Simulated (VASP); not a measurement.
Be: single point with PBEsol

Crystal: Be.

```
Be
1.0
     2.21894    0.00000    0.00000
    -1.10947    1.92166    0.00000
     0.00000    0.00000    3.50176
Be
2
Direct
  0.33333 0.66667 0.75000
  0.66667 0.33333 0.25000
```

This cell differs from its parent crystal: volume scaled by 0.9405.

| Property | Result |
| --- | --- |
| Program | VASP 6.6.1 |
| Task | single point |
| Functional | PBEsol |
| Potentials or basis | VASP PAW PBE potentials, release 64 (Be) |
| Cutoff | 520 eV |
| k mesh | 21 × 21 × 11 |
| Occupations | fermi-dirac, width 0.05 eV |
| Spin | no spin polarisation |
| Dipole correction | no |
| Further INCAR settings | ALGO = Normal; EDIFF = 1e-06; NBANDS = 9 |

The pressure is 6.9 GPa and the band gap on the k mesh is zero (band 2 reaches 8.49 eV, above the bottom of band 3 at 6.38 eV).

Stress tensor (GPa, compression positive):
```
6.65 0.00 0.00
0.00 6.65 0.00
0.00 0.00 7.48
```

Levels at points of the mesh, in eV from the Fermi level:
| k point | band 1 | band 2 | band 3 | band 4 | band 5 | band 6 |
| --- | --- | --- | --- | --- | --- | --- |
| (0.00, 0.00, 0.00) | -11.69 | -4.72 | 1.26 | 16.74 | 16.74 | 19.69 |

Run time: 45 s on 1 thread of AMD EPYC 7R13, with other jobs on the host, peak memory 0.12 GiB.

Caveat: the PAW data sets were made with another functional, which shifts forces and pressure a little.
